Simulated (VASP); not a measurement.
The system is SnSe.

```xyz
2
Lattice="0.0000 2.9849 2.9849 2.9849 0.0000 2.9849 2.9849 2.9849 0.0000" Properties=species:S:1:pos:R:3 pbc="T T T"
Sn    0.0000    0.0000    0.0000
Se    2.9849    2.9849    2.9849
```

Base run:

- Program: VASP 6.6.1
- Functional: LDA
- Potentials or basis: VASP PAW LDA potentials, release 64 (Sn_d, Se)
- Cutoff: 500 eV
- k mesh: 6 × 6 × 6
- Occupations: gaussian, width 0.01 eV
- Spin: no spin polarisation

Its results: band gap on the k mesh 0.73 eV; pressure -2.4 GPa.

**Question.** The run is repeated on the same cell with these changes: k mesh from 6 × 6 × 6 to 4 × 4 × 4. What comes out?

**Answer.** Band gap on the k mesh 0.71 eV; pressure -3.5 GPa.

Caveats: some runs use coarse meshes; spin-orbit coupling is left out, which moves the levels of the heavy elements.

A k mesh can miss the band edges.
